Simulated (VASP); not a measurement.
# CaO (Pm-3m) in VASP: notebook

The runs below take CaO through single point, with r2SCAN.

Everything below comes from runs of VASP 6.6.1. Logs are shortened: lines on timing, memory, paths and dates and some standing lists are left out, and cuts for length are marked.

### 1 The cell of the first run

Symmetry: Pm-3m, No. 221, cubic system. Conventional cell: a = 2.864 Å, b = 2.864 Å, c = 2.864 Å, α = 90.00°, β = 90.00°, γ = 90.00°. Within 3.3 Å of Ca (site symmetry m-3m) lie 8 O at 2.48 Å and 6 Ca at 2.86 Å. Within 3.3 Å of O (site symmetry m-3m) lie 8 Ca at 2.48 Å and 6 O at 2.86 Å.

### 2 Single point, r2SCAN (volume scaled by 0.960)

POSCAR

```
CaO
1.0
    2.8636755096      0.0000000000      0.0000000000
    0.0000000000      2.8636755096      0.0000000000
    0.0000000000      0.0000000000      2.8636755096
Ca O
1 1
Direct
    0.0000000000      0.0000000000      0.0000000000
    0.5000000000      0.5000000000      0.5000000000
```

INCAR.step1

```
SYSTEM = CaO
  PREC = Accurate
  ENCUT = 520
  ISMEAR = 0
  SIGMA = 0.05
  LREAL = .FALSE.
  LASPH = .TRUE.
  NELM = 60
  NBANDS = 15
  GGA = PE
  ALGO = Normal
  EDIFF = 1E-4
  LWAVE = .TRUE.
  LCHARG = .FALSE.
```

INCAR.step2

```
SYSTEM = CaO
  PREC = Accurate
  ENCUT = 520
  EDIFF = 1E-6
  ISMEAR = 0
  SIGMA = 0.05
  LREAL = .FALSE.
  LASPH = .TRUE.
  NELM = 60
  ALGO = Normal
  ISIF = 2
  LWAVE = .FALSE.
  LCHARG = .FALSE.
  METAGGA = R2SCAN
  LMIXTAU = .TRUE.
  NBANDS = 15
  ISTART = 1
```

KPOINTS

```
regular mesh
0
G
  8 8 8
  0 0 0
```

Potentials or basis: VASP PAW PBE potentials, release 64 (Ca_sv, O).

Command:

```
$ cat potpaw_PBE.64/Ca_sv/POTCAR potpaw_PBE.64/O/POTCAR > POTCAR
$ cp INCAR.step1 INCAR
$ mpirun -np 1 vasp_std > vasp.out
$ cp INCAR.step2 INCAR
$ mpirun -np 1 vasp_std > vasp.out
```

OUTCAR:

```text
SYSTEM = CaO
   PREC = Accurate
   ENCUT = 520
   EDIFF = 1E-6
   ISMEAR = 0
   LREAL = .FALSE.
   LASPH = .TRUE.
   NELM = 60
   ISIF = 2
   METAGGA = R2SCAN
   ISTART = 1

 ion  position               nearest neighbor table
   1  0.000  0.000  0.000-   2 2.48   2 2.48   2 2.48   2 2.48   2 2.48   2 2.48   2 2.48   2 2.48

   2  0.500  0.500  0.500-   1 2.48   1 2.48   1 2.48   1 2.48   1 2.48   1 2.48   1 2.48   1 2.48

  LATTYP: Found a simple cubic cell.
 ALAT       =     2.8636755096

  Lattice vectors:

 A1 = (   2.8636755096,   0.0000000000,   0.0000000000)
 A2 = (   0.0000000000,   2.8636755096,   0.0000000000)
 A3 = (   0.0000000000,   0.0000000000,   2.8636755096)

Analysis of symmetry for initial positions (statically):
=====================================================================
 Subroutine PRICEL returns:
 Original cell was already a primitive cell.

 Routine SETGRP: Setting up the symmetry group for a
 simple cubic supercell.

 Subroutine GETGRP returns: Found 48 space group operations
 (whereof 48 operations were pure point group operations)
 out of a pool of 48 trial point group operations.

The static configuration has the point symmetry O_h .

Analysis of symmetry for dynamics (positions and initial velocities):
=====================================================================
 Subroutine PRICEL returns:
 Original cell was already a primitive cell.

 Routine SETGRP: Setting up the symmetry group for a
 simple cubic supercell.

 Subroutine GETGRP returns: Found 48 space group operations
 (whereof 48 operations were pure point group operations)
 out of a pool of 48 trial point group operations.

The dynamic configuration has the point symmetry O_h .

 Subroutine INISYM returns: Found 48 space group operations
 (whereof 48 operations are pure point group operations),
 and found     1 'primitive' translations

----------------------------------------------------------------------------------------

                                     Primitive cell

  volume of cell :      23.4840

  direct lattice vectors                    reciprocal lattice vectors
     2.863675510  0.000000000  0.000000000     0.349201576  0.000000000  0.000000000
     0.000000000  2.863675510  0.000000000     0.000000000  0.349201576  0.000000000
     0.000000000  0.000000000  2.863675510     0.000000000  0.000000000  0.349201576

  length of vectors
     2.863675510  2.863675510  2.863675510     0.349201576  0.349201576  0.349201576

  position of ions in fractional coordinates (direct lattice)
     0.000000000  0.000000000  0.000000000
     0.500000000  0.500000000  0.500000000

  ion indices of the primitive-cell ions
   primitive index   ion index
                 1           1
                 2           2

----------------------------------------------------------------------------------------

 KPOINTS: regular mesh

Automatic generation of k-mesh.
 Grid dimensions read from file:
 generate k-points for:    8    8    8

 Generating k-lattice:

  Cartesian coordinates                     Fractional coordinates (reciprocal lattice)
     0.043650197  0.000000000  0.000000000     0.125000000  0.000000000  0.000000000
     0.000000000  0.043650197  0.000000000     0.000000000  0.125000000  0.000000000
     0.000000000  0.000000000  0.043650197     0.000000000  0.000000000  0.125000000

  Length of vectors
     0.043650197  0.043650197  0.043650197

  Shift w.r.t. Gamma in fractional coordinates (k-lattice)
     0.000000000  0.000000000  0.000000000

 Subroutine IBZKPT returns following result:
 ===========================================

 Found     35 irreducible k-points:

 Following reciprocal coordinates:
            Coordinates               Weight
  0.000000  0.000000  0.000000      1.000000
  0.125000  0.000000  0.000000      6.000000
  0.250000  0.000000  0.000000      6.000000
  0.375000  0.000000  0.000000      6.000000
  0.500000  0.000000  0.000000      3.000000
  0.125000  0.125000  0.000000     12.000000
[... 16 lines left out ...]
  0.375000  0.375000  0.125000     24.000000
  0.500000  0.375000  0.125000     24.000000
 [... further k-points ...]
   k-points           NKPTS =     35   k-points in BZ     NKDIM =     35   number of bands    NBANDS=     15
   number of dos      NEDOS =    301   number of ions     NIONS =      2
   total plane-waves  NPLWV =  13824
   dimension x,y,z NGX =    24 NGY =   24 NGZ =   24
   dimension x,y,z NGXF=    48 NGYF=   48 NGZF=   48
   ions per type =               1   1
   NGX,Y,Z   is equivalent  to a cutoff of  13.93, 13.93, 13.93 a.u.
   NGXF,Y,Z  is equivalent  to a cutoff of  27.87, 27.87, 27.87 a.u.
 SYSTEM =  CaO
   PREC   = accura    normal or accurate (medium, high low for compatibility)
   ISTART =      1    job   : 0-new  1-cont  2-samecut
   ICHARG =      0    charge: 1-file 2-atom 10-const
   ISPIN  =      1    spin polarized calculation?
   LNONCOLLINEAR =      F non collinear calculations
   LSORBIT =      F    spin-orbit coupling
   LASPH  =      T    aspherical Exc in radial PAW
   ENCUT  =  520.0 eV  38.22 Ry    6.18 a.u.   5.32  5.32  5.32*2*pi/ulx,y,z
   NELM   =     60;   NELMIN=  2; NELMDL=  0     # of ELM steps
   EDIFF  = 0.1E-05   stopping-criterion for ELM
   LREAL  =      F    real-space projection
[... 7 lines left out ...]
   TEBEG  =    0.0;   TEEND  =   0.0 temperature during run
   PSTRESS=    0.0 pullay stress
   NELECT =      16.0000    total number of electrons
   NUPDOWN=      -1.0000    fix difference up-down
   EMIN   =  10.00;   EMAX   =-10.00  energy-range for DOS
   EFERMI =   0.00;   METHOD = LEGACY
   ISMEAR =     0;   SIGMA  =   0.05  broadening in eV -4-tet -1-fermi 0-gaus
   EFERMI_NEDOS =   21; number of points for ismear=-14 and -15
   IALGO  =     38    algorithm
   IMIX   =      4    mixing-type and parameters
     AMIX     =   0.40;   BMIX     =  1.00
     AMIX_MAG =   1.60;   BMIX_MAG =  1.00
  volume/ion in A,a.u.               =      11.74        79.24
  Fermi-wavevector in a.u.,A,eV,Ry     =   1.440537  2.722220 28.234079  2.075146
  Thomas-Fermi vector in A             =   2.559270
   LORBIT       =      0    0 simple, 1 ext, 2 COOP (PROOUT), +10 PAW based schemes
   METAGGA = R2SCAN    functional components
   LHFCALC =     F    Hartree Fock is set to
   AEXX    =    0.0000 exact exchange contribution
   IVDW    =     0    specifies the selected vdW correction
   LEPSILON=     F    determine dielectric tensor
   LRPA    =     F    only Hartree local field effects (RPA)
 non-spin polarized calculation
 Gauss-broadening in eV      SIGMA  =   0.05
  energy-cutoff  :      520.00
  volume of cell :       23.48
 maximum number of plane-waves:       651
 NGX is ok and might be reduce to    24
   NGX = 11   NGY = 11   NGZ = 11

 number of electron      16.0000003 magnetization

 Free energy of the ion-electron system (eV)
  ---------------------------------------------------
  ext. energy  EPLUGINS =         0.00000000
  ---------------------------------------------------
  free energy    TOTEN  =       -18.48144848 eV

  energy without entropy =      -18.48144848  energy(sigma->0) =      -18.48144848

 E-fermi :   4.5866     XC(G=0): -12.1349

 val. band max:        4.1953940670   @ k =   0.5000   0.5000   0.0000
 cond. band min:       7.4580390161   @ k =   0.0000   0.0000   0.0000
 fundamental gap:      3.2626449491
 Fermi energy:         4.5866461461

 k-point     1 :       0.0000    0.0000    0.0000
  band No.  band energies     occupation
      1     -36.5204      2.00000
      2     -16.0267      2.00000
      3     -16.0267      2.00000
      4     -16.0267      2.00000
      5     -13.3395      2.00000
      6       3.9008      2.00000
      7       3.9008      2.00000
      8       3.9008      2.00000
      9       7.4580      0.00000
     10       7.4580      0.00000
     11      10.8230      0.00000
     12      13.5080      0.00000
     13      13.5080      0.00000
     14      13.5080      0.00000
     15      24.9136      0.00000

 k-point     2 :       0.1250    0.0000    0.0000
  band No.  band energies     occupation
      1     -36.4923      2.00000
      2     -16.3674      2.00000
      3     -16.0057      2.00000
      4     -16.0057      2.00000
      5     -13.0657      2.00000
      6       3.1520      2.00000
      7       3.8227      2.00000
      8       3.8227      2.00000
      9       7.5912      0.00000
     10       8.1916      0.00000
     11      11.4692      0.00000
     12      13.4456      0.00000
     13      13.4456      0.00000
     14      13.5540      0.00000
     15      23.9180      0.00000

 k-point     3 :       0.2500    0.0000    0.0000
  band No.  band energies     occupation
      1     -36.4235      2.00000
      2     -17.0345      2.00000
      3     -15.9544      2.00000
      4     -15.9544      2.00000
      5     -12.5380      2.00000
      6       1.7934      2.00000
      7       3.6296      2.00000
      8       3.6296      2.00000
      9       7.9384      0.00000
     10       9.8374      0.00000
     11      12.9082      0.00000
     12      13.3339      0.00000
     13      13.3339      0.00000
     14      13.6674      0.00000
     15      22.0232      0.00000

 k-point     4 :       0.3750    0.0000    0.0000
  band No.  band energies     occupation
      1     -36.3534      2.00000
      2     -17.5890      2.00000
      3     -15.9024      2.00000
      4     -15.9024      2.00000
      5     -12.0905      2.00000
      6       0.7005      2.00000
      7       3.4308      2.00000
      8       3.4308      2.00000
      9       8.3312      0.00000
     10      11.5541      0.00000
     11      13.2714      0.00000
     12      13.2714      0.00000
     13      13.7842      0.00000
     14      14.6010      0.00000
     15      20.4625      0.00000
[... 307 lines left out ...]
 k-point    22 :       0.5000    0.2500    0.1250
  band No.  band energies     occupation
      1     -36.2133      2.00000
      2     -17.4036      2.00000
      3     -16.4821      2.00000
      4     -16.0005      2.00000
      5     -12.2502      2.00000
      6       1.1714      2.00000
      7       2.3332      2.00000
      8       3.5052      2.00000
      9       9.5975      0.00000
     10      10.9100      0.00000
     11      12.0691      0.00000
     12      12.7135      0.00000
     13      13.1853      0.00000
     14      18.4844      0.00000
     15      19.3811      0.00000

 k-point    23 :       0.3750    0.3750    0.1250
  band No.  band energies     occupation
      1     -36.1780      2.00000
      2     -17.0698      2.00000
      3     -16.9070      2.00000
      4     -15.9753      2.00000
      5     -12.3956      2.00000
      6       1.6424      2.00000
      7       1.9748      2.00000
      8       3.4289      2.00000
      9       9.6192      0.00000
     10      10.6663      0.00000
     11      11.8852      0.00000
     12      12.4064      0.00000
     13      13.5560      0.00000
     14      17.7713      0.00000
     15      21.5696      0.00000

 k-point    24 :       0.5000    0.3750    0.1250
  band No.  band energies     occupation
      1     -36.1517      2.00000
      2     -17.1603      2.00000
      3     -16.8881      2.00000
      4     -15.9532      2.00000
      5     -12.4606      2.00000
      6       1.6027      2.00000
      7       1.9234      2.00000
      8       3.4721      2.00000
      9       9.5389      0.00000
     10      10.4886      0.00000
     11      11.8842      0.00000
     12      12.0780      0.00000
     13      14.2113      0.00000
     14      19.4426      0.00000
     15      19.6965      0.00000

 [... further k-points ...]
[... 5 lines left out ...]
  --------------------------------------------------------------------------------------
  -------------------------------------------------------------------------------------
  Total        0.9823748      0.9823748      0.9823748      0.0000000      0.0000000      0.0000000
  in kB       67.0218418     67.0218418     67.0218418      0.0000000      0.0000000      0.0000000
  external PRESSURE =      67.0218418 kB  Pullay stress =       0.0000000 kB

 VOLUME and BASIS-vectors are now :
 -----------------------------------------------------------------------------
  energy-cutoff  :      520.00
  volume of cell :       23.48
      direct lattice vectors                 reciprocal lattice vectors
     2.863675510  0.000000000  0.000000000     0.349201576  0.000000000  0.000000000
     0.000000000  2.863675510  0.000000000     0.000000000  0.349201576  0.000000000
     0.000000000  0.000000000  2.863675510     0.000000000  0.000000000  0.349201576

 POSITION                                       TOTAL-FORCE (eV/Angst)
 -----------------------------------------------------------------------------------
      0.00000      0.00000      0.00000         0.000000      0.000000      0.000000
      1.43184      1.43184      1.43184         0.000000      0.000000      0.000000
 -----------------------------------------------------------------------------------
    total drift:                                0.000000      0.000000     -0.000000

  FREE ENERGIE OF THE ION-ELECTRON SYSTEM (eV)
  ---------------------------------------------------
  free  energy   TOTEN  =       -18.4814484787 eV

  energy  without entropy=      -18.4814484787  energy(sigma->0) =      -18.48144848
```

It took 21 s on 1 thread of Intel Xeon Platinum 8559C (Emerald Rapids), shared host; peak memory 0.15 GiB.

What came out:

```
Free energy            : -18.4814 eV
Pressure               : 6.7 GPa
Band gap on the k mesh : 3.26 eV, indirect (least direct gap 3.56 eV)
```

Levels at points of the mesh, in eV from the valence-band top:
```csv
k point,band 4,band 5,band 6,band 7,band 8,band 9,band 10,band 11,band 12,band 13
"(0.00, 0.00, 0.00)",-20.22,-17.53,-0.29,-0.29,-0.29,3.26,3.26,6.63,9.31,9.31
"(0.50, 0.00, 0.00)",-20.08,-16.11,-3.91,-0.85,-0.85,4.32,8.08,9.06,9.06,9.64
"(0.50, 0.50, 0.00)",-19.96,-16.83,-2.18,-2.18,0.00,4.58,5.50,7.33,7.33,10.81
"(0.50, 0.50, 0.50)",-21.03,-16.25,-3.65,-3.65,-3.65,8.91,8.91,8.91,10.95,10.95
```

Caveat: the PAW data sets were made with another functional, which shifts forces and pressure a little. A k mesh can miss the band edges.

### 3 Single point, r2SCAN (volume scaled by 0.980)

POSCAR

```
CaO
1.0
    2.8834256200      0.0000000000      0.0000000000
    0.0000000000      2.8834256200      0.0000000000
    0.0000000000      0.0000000000      2.8834256200
Ca O
1 1
Direct
    0.0000000000      0.0000000000      0.0000000000
    0.5000000000      0.5000000000      0.5000000000
```

INCAR.step1

```
ALGO = Normal
EDIFF = 1E-4
ENCUT = 520
GGA = PE
ISMEAR = 0
LASPH = True
LCHARG = False
LREAL = False
LWAVE = True
NBANDS = 15
NELM = 60
PREC = Accurate
SIGMA = 0.05
```

INCAR.step2

```
ALGO = Normal
EDIFF = 1E-7
ENCUT = 520
ISIF = 2
ISMEAR = 0
ISTART = 1
LASPH = True
LCHARG = False
LMIXTAU = True
LREAL = False
LWAVE = False
METAGGA = R2SCAN
NBANDS = 15
NELM = 60
PREC = Accurate
SIGMA = 0.05
```

KPOINTS

```
k-points
0
Gamma
  8 8 8
```

Potentials or basis: VASP PAW PBE potentials, release 64 (Ca_sv, O).

Command:

```
$ cat potpaw_PBE.64/Ca_sv/POTCAR potpaw_PBE.64/O/POTCAR > POTCAR
$ cp INCAR.step1 INCAR
$ mpirun -np 1 vasp_std > vasp.out
$ cp INCAR.step2 INCAR
$ mpirun -np 1 vasp_std > vasp.out
```

Wall time 24 s (1 thread of Intel Xeon Platinum 8559C (Emerald Rapids), shared host); peak memory 0.15 GiB.

It converged, with:

* Free energy: -18.4980 eV
* Pressure: 3.7 GPa
* Band gap on the k mesh: 3.27 eV, indirect (least direct gap 3.57 eV)

Levels at points of the mesh, in eV from the valence-band top:
```tsv
k point	band 4	band 5	band 6	band 7	band 8	band 9	band 10	band 11	band 12	band 13
(0.00, 0.00, 0.00)	-20.31	-17.47	-0.30	-0.30	-0.30	3.27	3.27	6.36	9.19	9.19
(0.50, 0.00, 0.00)	-20.17	-16.14	-3.85	-0.82	-0.82	4.30	7.95	8.93	8.93	9.50
(0.50, 0.50, 0.00)	-20.06	-16.78	-2.17	-2.17	0.00	4.53	5.42	7.26	7.26	10.64
(0.50, 0.50, 0.50)	-21.07	-16.23	-3.55	-3.55	-3.55	8.76	8.76	8.76	10.78	10.78
```

Caveat: the PAW data sets were made with another functional, which shifts forces and pressure a little. A k mesh can miss the band edges.
